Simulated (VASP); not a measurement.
# Ga3Bi2N3 (R-3m) in VASP: a series of runs

Ga3Bi2N3 is run at these levels: PBE; tasks: relaxation of cell and atoms, single point.

Program: VASP 6.6.1. These are calculated values, not measurements. Logs are shortened: lines on timing, memory, paths and dates and some standing lists are left out, and cuts for length are marked.

**1. The cell of the first run**

It takes space group R-3m (No. 166, trigonal). The conventional cell has a = 6.984 Å, b = 6.984 Å, c = 12.086 Å, α = 90.00°, β = 90.00°, γ = 120.00°. Ga (site symmetry 2/m) has 2 Bi at 2.42 Å and 4 N at 2.85 Å within 3.2 Å. Bi (site symmetry 3m) has 3 N at 2.13 Å and 3 Ga at 2.42 Å within 2.8 Å. N (site symmetry 2/m) has 2 Bi at 2.13 Å and 4 Ga at 2.85 Å within 2.9 Å.

The cell was built from a structure type or drawn by symmetry, and may not be a known phase.

**2. Relaxation of cell and atoms, PBE**

INCAR

```
PREC     = Accurate       # precision mode
ENCUT    = 600            # plane-wave cutoff, eV
EDIFF    = 1E-7           # SCF threshold, eV
ISMEAR   = 0              # smearing method
SIGMA    = 0.15           # smearing width, eV
LREAL    = F              # projectors in reciprocal space
LASPH    = T              # aspherical terms in the spheres
NELM     = 120            # most SCF steps
ALGO     = Normal         # electronic algorithm
ISIF     = 3              # what is computed and relaxed
LWAVE    = F              # write WAVECAR
LCHARG   = F              # write CHGCAR
GGA      = PE             # functional
IBRION   = 2              # ionic algorithm
NSW      = 36             # ionic steps
EDIFFG   = -0.08          # ionic threshold
GGA_COMPAT= F            
NELMIN   = 4
```

KPOINTS

```
regular mesh
0
Gamma
  2 2 2
```

POSCAR

```
Ga3Bi2N3
1.0
    3.4919264500      2.0160646800      4.0286451900
   -3.4919264500      2.0160646800      4.0286451900
    0.0000000000     -4.0321293500      4.0286451900
Ga Bi N
3 2 3
Direct
    0.5000000000      0.5000000000      0.0000000000
    0.0000000000      0.5000000000      0.5000000000
    0.5000000000      0.0000000000      0.5000000000
    0.7767579400      0.7767579400      0.7767579400
    0.2232420600      0.2232420600      0.2232420600
    0.0000000000      0.0000000000      0.5000000000
    0.5000000000      0.0000000000      0.0000000000
    0.0000000000      0.5000000000      0.0000000000
```

Potentials or basis: VASP PAW PBE potentials, release 64 (Ga_d, Bi_d, N).

On the command line:

```console
cat potpaw_PBE.64/Ga_d/POTCAR potpaw_PBE.64/Bi_d/POTCAR potpaw_PBE.64/N/POTCAR > POTCAR
mpirun -np 1 vasp_std > vasp.out
```

OUTCAR:

```text
PREC = Accurate
   ENCUT = 600
   EDIFF = 1E-7
   ISMEAR = 0
   LREAL = F
   LASPH = T
   NELM = 120
   ISIF = 3
   GGA = PE
   IBRION = 2
   NSW = 36
   EDIFFG = -0.08
   NELMIN = 4

 ion  position               nearest neighbor table
   1  0.500  0.500  0.000-   4 2.42   5 2.42
   2  0.000  0.500  0.500-   4 2.42   5 2.42
   3  0.500  0.000  0.500-   4 2.42   5 2.42
   4  0.777  0.777  0.777-   7 2.13   8 2.13   6 2.13   3 2.42   2 2.42   1 2.42
   5  0.223  0.223  0.223-   7 2.13   8 2.13   6 2.13   3 2.42   2 2.42   1 2.42
   6  0.000  0.000  0.500-   4 2.13   5 2.13
   7  0.500  0.000  0.000-   4 2.13   5 2.13
   8  0.000  0.500  0.000-   4 2.13   5 2.13

  LATTYP: Found a trigonal (rhomboedric) cell.
 ALAT       =     5.6998288740
 COS(alpha) =     0.2493516456

  Lattice vectors:

 A1 = (   3.4919264500,   2.0160646800,   4.0286451900)
 A2 = (  -3.4919264500,   2.0160646800,   4.0286451900)
 A3 = (   0.0000000000,  -4.0321293500,   4.0286451900)

Analysis of symmetry for initial positions (statically):
=====================================================================
 Subroutine PRICEL returns:
 Original cell was already a primitive cell.

 Routine SETGRP: Setting up the symmetry group for a
 trigonal (rhombohedral) supercell.

 Subroutine GETGRP returns: Found 12 space group operations
 (whereof 12 operations were pure point group operations)
 out of a pool of 12 trial point group operations.

The static configuration has the point symmetry D_3d.

Analysis of symmetry for dynamics (positions and initial velocities):
=====================================================================
 Subroutine PRICEL returns:
 Original cell was already a primitive cell.

 Routine SETGRP: Setting up the symmetry group for a
 trigonal (rhombohedral) supercell.

 Subroutine GETGRP returns: Found 12 space group operations
 (whereof 12 operations were pure point group operations)
 out of a pool of 12 trial point group operations.

The dynamic configuration has the point symmetry D_3d.

 Subroutine INISYM returns: Found 12 space group operations
 (whereof 12 operations are pure point group operations),
 and found     1 'primitive' translations

----------------------------------------------------------------------------------------

                                     Primitive cell
[... 82 lines left out ...]
   EDIFF  = 0.1E-06   stopping-criterion for ELM
   LREAL  =      F    real-space projection
   EDIFFG = -.8E-01   stopping-criterion for IOM
   NSW    =     36    number of steps for IOM
   IBRION =      2    ionic relax: 0-MD 1-quasi-New 2-CG
   NFREE  =      1    steps in history (QN), initial steepest desc. (CG)
   ISIF   =      3    stress and relaxation
   ISYM   =      2    0-nonsym 1-usesym 2-fastsym
   POTIM  = 0.5000    time-step for ionic-motion
   TEBEG  =    0.0;   TEEND  =   0.0 temperature during run
   PSTRESS=    0.0 pullay stress
   NELECT =      84.0000    total number of electrons
   NUPDOWN=      -1.0000    fix difference up-down
   EMIN   =  10.00;   EMAX   =-10.00  energy-range for DOS
   EFERMI =   0.00;   METHOD = LEGACY
   ISMEAR =     0;   SIGMA  =   0.15  broadening in eV -4-tet -1-fermi 0-gaus
   EFERMI_NEDOS =   21; number of points for ismear=-14 and -15
   IALGO  =     38    algorithm
   IMIX   =      4    mixing-type and parameters
     AMIX     =   0.40;   BMIX     =  1.00
     AMIX_MAG =   1.60;   BMIX_MAG =  1.00
  volume/ion in A,a.u.               =      21.27       143.54
  Fermi-wavevector in a.u.,A,eV,Ry     =   1.293822  2.444970 22.775830  1.673976
  Thomas-Fermi vector in A             =   2.425444
   LORBIT       =      0    0 simple, 1 ext, 2 COOP (PROOUT), +10 PAW based schemes
   GGA     = PE    functional components
   LHFCALC =     F    Hartree Fock is set to
   AEXX    =    0.0000 exact exchange contribution
   IVDW    =     0    specifies the selected vdW correction
   LEPSILON=     F    determine dielectric tensor
   LRPA    =     F    only Hartree local field effects (RPA)
 conjugate gradient relaxation of ions
 non-spin polarized calculation
 Gauss-broadening in eV      SIGMA  =   0.15
  energy-cutoff  :      600.00
  volume of cell :      170.17
 maximum number of plane-waves:      5720
 NGX is ok and might be reduce to    48
   NGX = 23   NGY = 23   NGZ = 23

--------------------------------------- Ionic step        1  -------------------------------------------

 number of electron      84.0000025 magnetization

 Free energy of the ion-electron system (eV)
  ---------------------------------------------------
  ext. energy  EPLUGINS =         0.00000000
  ---------------------------------------------------
  free energy    TOTEN  =       -25.04150700 eV

  energy without entropy =      -24.95924433  energy(sigma->0) =      -25.00037567

------------------------ aborting loop because EDIFF is reached ----------------------------------------

  FORCE on cell =-STRESS in cart. coord.  units (eV):
  Direction    XX          YY          ZZ          XY          YZ          ZX
  --------------------------------------------------------------------------------------
  -------------------------------------------------------------------------------------
  Total       25.1285044     25.1285044     16.8652715      0.0000000      0.0000000      0.0000000
  in kB      236.5905561    236.5905563    158.7903478      0.0000000      0.0000001      0.0000000
  external PRESSURE =     210.6571534 kB  Pullay stress =       0.0000000 kB
[... 107 lines left out ...]
  FREE ENERGIE OF THE ION-ELECTRON SYSTEM (eV)
  ---------------------------------------------------
  free  energy   TOTEN  =       -29.6081085573 eV

  energy  without entropy=      -29.5498943274  energy(sigma->0) =      -29.57900144

[... ionic steps 4 to 17 ...]

--------------------------------------- Ionic step       18  -------------------------------------------

 number of electron      84.0000004 magnetization

------------------------ aborting loop because EDIFF is reached ----------------------------------------
[... 79 lines left out ...]
--------------------------------------- Ionic step       20  -------------------------------------------

 number of electron      83.9999994 magnetization

 Free energy of the ion-electron system (eV)
  ---------------------------------------------------
  ext. energy  EPLUGINS =         0.00000000
  ---------------------------------------------------
  free energy    TOTEN  =       -32.65936213 eV

  energy without entropy =      -32.62131615  energy(sigma->0) =      -32.64033914

 E-fermi :   3.6145     XC(G=0):  -9.0905

 val. band max:        3.4637722956   @ k =   0.5000   0.5000   0.0000
 cond. band min:       3.7674999085   @ k =   0.5000   0.5000   0.0000
 fundamental gap:      0.3037276130
 Fermi energy:         3.6145101763

 k-point     1 :       0.0000    0.0000    0.0000
  band No.  band energies     occupation
      1     -19.3505      2.00000
      2     -19.3061      2.00000
      3     -19.3061      2.00000
      4     -19.2721      2.00000
      5     -19.2721      2.00000
      6     -19.1388      2.00000
[... 236 lines left out ...]
  FREE ENERGIE OF THE ION-ELECTRON SYSTEM (eV)
  ---------------------------------------------------
  free  energy   TOTEN  =       -32.6593621253 eV

  energy  without entropy=      -32.6213161475  energy(sigma->0) =      -32.64033914

 reached required accuracy - stopping structural energy minimisation
```

OSZICAR:

```text
N       E                     dE             d eps       ncg     rms          rms(c)
DAV:   1     0.108722055241E+04    0.10872E+04   -0.43996E+04   416   0.277E+03
DAV:   2     0.176256292816E+03   -0.91096E+03   -0.88815E+03   416   0.740E+02
DAV:   3    -0.136714071875E+02   -0.18993E+03   -0.18314E+03   486   0.253E+02
[... 276 lines left out ...]
DAV:   5    -0.326593626871E+02   -0.28467E-05   -0.15946E-04   418   0.899E-02    0.862E-03
DAV:   6    -0.326593621315E+02    0.55559E-06   -0.94843E-06   598   0.200E-02    0.329E-03
DAV:   7    -0.326593620123E+02    0.11923E-06   -0.85690E-07   470   0.576E-03    0.799E-04
DAV:   8    -0.326593621126E+02   -0.10037E-06   -0.12491E-07   292   0.244E-03    0.213E-04
DAV:   9    -0.326593621253E+02   -0.12637E-07   -0.31459E-08   246   0.145E-03
  20 F= -.32659362E+02 E0= -.32640339E+02  d E =-.146859E-02
```

Wall time 27 min (1 thread of Intel Xeon 8259CL, shared host); peak memory 0.36 GiB.

Results:

| Property | Result |
| --- | --- |
| Free energy | -32.6594 eV |
| Relaxed volume | 23.81 Å³/atom |
| Relaxed cell | a = 6.089 Å, b = 6.089 Å, c = 6.089 Å, α = 69.23°, β = 69.23°, γ = 69.23° |
| Space group after relaxing (to 0.1 Å) | R-3m (No. 166) |
| Energy gained by relaxing | 952.2 meV/atom |
| Ionic steps | 20 |
| Pressure after relaxing | 0.1 GPa |
| Largest force after relaxing | 0.074 eV/Å |
| Band gap on the k mesh | zero (bands 42 and 43 overlap by 0.49 eV) |

Forces in eV/Å, atoms in the order of the input:
```
Ga   0.000  0.000  0.000
Ga   0.000  0.000  0.000
Ga   0.000  0.000  0.000
Bi   0.000  0.000 -0.074
Bi   0.000  0.000  0.074
N    0.000  0.000  0.000
N    0.000  0.000  0.000
N    0.000  0.000  0.000
```

Stress tensor (GPa, compression positive):
```
-0.09  0.00  0.00
 0.00 -0.09  0.00
 0.00  0.00  0.45
```

Step by step:
```tsv
step	energy change (eV)	largest force (eV/Å)	pressure (GPa)	volume (Å³)
1	0.0000	5.6182	21.07	170.17
2	-4.4923	1.7018	-3.34	248.60
3	-4.5666	2.1032	-1.48	234.74
4	-5.1122	1.6971	-0.94	229.68
5	-6.2186	0.7632	1.54	214.26
6	-6.2476	0.6208	3.13	209.33
7	-6.5153	0.5902	-1.25	225.63
8	-6.5212	0.5753	-2.19	230.30
9	-6.7341	0.5438	-3.51	230.57
10	-5.5467	4.2594	-6.30	231.36
11	-6.7959	0.3826	-4.06	230.66
12	-6.8244	0.2324	-5.20	230.86
13	-6.8333	0.0483	-4.77	230.78
14	-7.0112	0.2586	-4.84	224.70
15	-7.1326	1.1296	-4.66	216.35
16	-7.3462	0.9107	-3.66	209.06
17	-7.6079	0.2826	-0.69	193.23
18	-7.6159	0.0671	0.31	189.48
19	-7.6164	0.1148	0.09	190.24
20	-7.6179	0.0741	0.09	190.44
```

Final structure:
```yaml
crystal:
  lattice:
    - [3.45862, 1.99683, 4.59588]
    - [-3.45862, 1.99683, 4.59588]
    - [0.00000, -3.99367, 4.59588]
  atoms:
    - { symbol: Ga, position: [0.50000, 0.50000, 0.00000] }
    - { symbol: Ga, position: [0.00000, 0.50000, 0.50000] }
    - { symbol: Ga, position: [0.50000, 0.00000, 0.50000] }
    - { symbol: Bi, position: [0.88585, 0.88585, 0.88585] }
    - { symbol: Bi, position: [0.11415, 0.11415, 0.11415] }
    - { symbol: N, position: [0.00000, 0.00000, 0.50000] }
    - { symbol: N, position: [0.50000, 0.00000, 0.00000] }
    - { symbol: N, position: [0.00000, 0.50000, 0.00000] }
```

Caveat: the k points lie up to 0.57 Å⁻¹ apart in the final cell; spin-orbit coupling is left out, which moves the levels of the heavy elements; the relaxation stopped at a loose force limit of 0.08 eV/Å, so its end isn't a converged minimum.

**3. Single point, PBE**

This run uses another cell than the first one, of 24.35 Å³/atom.

INCAR

```
SYSTEM = Ga3Bi2N3
PREC = Accurate ; ENCUT = 520
EDIFF = 1E-6 ; ISMEAR = 0
SIGMA = 0.15 ; LREAL = .False.
LASPH = .True. ; NELM = 80
ALGO = Normal ; ISIF = 2
LWAVE = .False. ; LCHARG = .False.
GGA = PE ; NBANDS = 52
```

KPOINTS

```
regular mesh
0
Gamma
  3 3 3
  0 0 0
```

POSCAR

```
Ga3Bi2N3
1.0
    3.2435002713      1.8726357533      5.3459671987
   -3.2435002713      1.8726357533      5.3459671987
    0.0000000000     -3.7452715109      5.3459671972
Ga Bi N
3 2 3
Direct
    0.5000000000      0.5000000000      0.5000000000
    0.0774822810      0.0774822810      0.0774822810
    0.9225177190      0.9225177190      0.9225177190
    0.7272120981      0.7272120981      0.7272120981
    0.2727879019      0.2727879019      0.2727879019
    0.5000000000      0.5000000000      0.0000000000
    0.0000000000      0.5000000000      0.5000000000
    0.5000000000      0.0000000000      0.5000000000
```

Potentials or basis: VASP PAW PBE potentials, release 64 (Ga_d, Bi_d, N).

On the command line:

```console
cat potpaw_PBE.64/Ga_d/POTCAR potpaw_PBE.64/Bi_d/POTCAR potpaw_PBE.64/N/POTCAR > POTCAR
mpirun -np 1 vasp_std > vasp.out
```

Wall time 78 s (1 thread of Intel Xeon Platinum 8375C at 2.90GHz (Ice Lake), shared host); peak memory 0.36 GiB.

It converged, with:

```yaml
Free_energy: -32.5785 eV
Pressure: 0.0 GPa
Largest_force: 0.027 eV/Å
Band_gap_on_the_k_mesh: 0.45 eV (least direct gap 0.46 eV)
```

Forces on the atoms (eV/Å):
```
Ga   0.000  0.000  0.000
Ga   0.000  0.000  0.027
Ga   0.000  0.000 -0.027
Bi   0.000  0.000  0.000
Bi   0.000  0.000  0.000
N    0.000  0.000  0.000
N    0.000  0.000  0.000
N    0.000  0.000  0.000
```

Stress tensor (GPa, compression positive):
```
 0.01  0.00  0.00
 0.00  0.01  0.00
 0.00  0.00 -0.15
```

Levels at points of the mesh, in eV from the valence-band top:
| k point | band 40 | band 41 | band 42 | band 43 | band 44 | band 45 |
| --- | --- | --- | --- | --- | --- | --- |
| (0.00, 0.00, 0.00) | -0.42 | -0.15 | -0.01 | 0.45 | 0.45 | 0.72 |

Caveat: spin-orbit coupling is left out, which moves the levels of the heavy elements; an odd mesh through Γ misses points on the zone boundary, where band edges can lie.

(Part 1 of 2 ends here.)
